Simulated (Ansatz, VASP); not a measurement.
LiH: VASP beside Ansatz

```
Li H
1.0
     0.00000    2.03250    2.03250
     2.03250    0.00000    2.03250
     2.03250    2.03250    0.00000
Li H
1 1
Cartesian
  0.0000 -0.1000 -0.1000
  2.0325 2.0325 2.0325
```

Alike in both runs: task single point; functional PBE; k mesh 10 × 10 × 10; occupations gaussian, width 0.05 eV; no spin polarisation.

|  | VASP | Ansatz |
| --- | --- | --- |
| version | VASP 6.6.1 | Ansatz 0.2.0 |
| potentials or method | VASP PAW PBE potentials, release 64 (Li_sv, H), cutoff 520 eV | scalar-relativistic, plane waves, PAW |
| valence electrons in the cell | 4 | 4 |

|  | VASP | Ansatz | Ansatz less VASP |
| --- | --- | --- | --- |
| gap on the k mesh at the Fermi level (eV) | 3.02 | 3.02 | +0.007 |
| least direct gap on the mesh (eV) | 3.02 | 3.02 | +0.007 |
| rms of the force components (eV/Å) | 0.080 | 0.080 | +0.0001 |

Atom by atom the forces differ by 0.000 eV/Å (rms over components). With one functional, cell and mesh, what is left measures potentials, basis and numerics.

Noted on VASP's run: the cutoff is short for stress, so the pressure is rough.
